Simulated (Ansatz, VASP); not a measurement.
**H: VASP beside Ansatz**

Contents of INCAR:

```
SYSTEM = H
PREC = Accurate
ENCUT = 520
EDIFF = 1E-6
ISMEAR = -1
SIGMA = 0.05
LREAL = .FALSE.
LASPH = .TRUE.
NELM = 100
ALGO = Normal
ISIF = 2
LWAVE = .FALSE.
LCHARG = .FALSE.
GGA = PE
NBANDS = 8
```

Contents of KPOINTS:

```
Automatic mesh
0
G
  17 17 9
  0 0 0
```

File POSCAR:

```
H
1.0
    1.9322960424      0.0144922203      0.0144922203
   -0.9535973903      1.6661713502      0.0053045208
    0.0142853410      0.0142853410      1.9047121369
H
2
Direct
    0.3333333333      0.6666666667      0.2500000000
    0.6666666667      0.3333333333      0.7500000000
```

Input for Ansatz:

```yaml
crystal:
  lattice:
    - [1.9322960424, 0.0144922203, 0.0144922203]
    - [-0.9535973903, 1.6661713502, 0.0053045208]
    - [0.014285341, 0.014285341, 1.9047121369]
  atoms:
    - { symbol: H, position: [0.3333333333, 0.6666666667, 0.25] }
    - { symbol: H, position: [0.6666666667, 0.3333333333, 0.75] }
kpoints:
  mp_grid: { grid: [17, 17, 9] }
scf:
  occupations: { method: fermi_dirac, width: 0.05 }
hamiltonian:
  xc: pbe
  pseudopotentials: { kind: all_electron, lapw: { basis_error: 0.0005 } }
output:
  forces: true
  stress: true
  eigenvalues: true
```

Change from the starting cell: equal xy, yz and zx shear strains of +1.5 %.

Alike in both runs: task single point; functional PBE; k mesh 17 × 17 × 9; occupations fermi-dirac, width 0.05 eV; no spin polarisation.

```csv
,VASP,Ansatz
version,VASP 6.6.1,Ansatz 0.2.0
potentials or method,"VASP PAW PBE potentials, release 64 (H), cutoff 520 eV","all-electron LAPW, scalar-relativistic"
```

```tsv
	VASP	Ansatz	Ansatz less VASP
pressure (GPa)	-0.3	0.1	+0.38
traceless stress, the component that is largest in VASP (GPa)	-1.33	-1.32	+0.009
rms of the force components (eV/Å)	0.021	0.021	+0.0002
```

Atom by atom the forces differ by 0.000 eV/Å (rms over components). Ansatz ran all-electron here, and VASP with PAW potentials.

The k mesh is coarse, so the values compare programs but aren't converged.
